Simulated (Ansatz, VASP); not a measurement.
Two plane-wave programs on NaCl

POSCAR

```
NaCl
1.0
    3.4595458397      0.0000000000      0.0000000000
    0.0000000000      3.4595458397      0.0000000000
    0.0000000000      0.0000000000      3.4595458397
Na Cl
1 1
Direct
    0.0000000000      0.0000000000      0.0000000000
    0.5000000000      0.5000000000      0.5000000000
```

INCAR.step1

```
SYSTEM = NaCl
PREC = Accurate
ENCUT = 520
EDIFF = 1E-5
ISMEAR = 0
SIGMA = 0.01
LREAL = .FALSE.
LASPH = .TRUE.
NELM = 100
ALGO = Normal
ISIF = 2
LWAVE = .TRUE.
NBANDS = 14
GGA = PE
```

INCAR.step2

```
SYSTEM = NaCl
PREC = Accurate
ENCUT = 520
EDIFF = 1E-6
ISMEAR = 0
SIGMA = 0.01
LREAL = .FALSE.
LASPH = .TRUE.
NELM = 100
ALGO = Normal
ISIF = 2
LWAVE = .FALSE.
LCHARG = .TRUE.
GGA = PE
LHFCALC = .TRUE.
AEXX = 0.5
HFSCREEN = 0.3
PRECFOCK = Normal
LELF = .TRUE.
LVHAR = .TRUE.
NBANDS = 14
ISTART = 1
```

File KPOINTS:

```
Automatic mesh
0
G
  4 4 4
  0 0 0
```

Input for Ansatz:

```yaml
crystal:
  lattice:
    - [3.4595458397, 0.0, 0.0]
    - [0.0, 3.4595458397, 0.0]
    - [0.0, 0.0, 3.4595458397]
  atoms:
    - { symbol: Na, position: [0.0, 0.0, 0.0] }
    - { symbol: Cl, position: [0.5, 0.5, 0.5] }
kpoints:
  mp_grid: { grid: [4, 4, 4] }
hamiltonian:
  xc: { exchange: pbe, correlation: pbe, exx: { coeff: 0.5, omega: 0.3 } }
scf:
  occupations: { method: fixed }
  n_extra_bands: 4
output:
  forces: true
  stress: true
  eigenvalues: true
```

Alike in both runs: task single point; functional PBE-based screened hybrid with a share of 0.5 of exact exchange and HFSCREEN = 0.3; k mesh 4 × 4 × 4; no spin polarisation.

```csv
,VASP,Ansatz
version,VASP 6.6.1,Ansatz 0.2.0
potentials or method,"VASP PAW PBE potentials, release 64 (Na_pv, Cl)",plane waves
plane-wave cutoff (eV),520,420
occupations,"gaussian, width 0.01 eV",fixed
valence electrons in the cell,14,16
```

```csv
,VASP,Ansatz,Ansatz less VASP
gap on the k mesh at the Fermi level (eV),6.31,6.33,+0.021
pressure (GPa),0.2,0.1,-0.03
```

VASP's potentials were made for PBE, not for PBE-based screened hybrid. VASP's potentials hold 14 valence electrons a cell and Ansatz's 16, so a difference there can come from the potentials and not from the codes. Ansatz's warnings: stress exchange threshold loose, stress scf threshold loose.

The k mesh is coarse, so the values compare programs but aren't converged.
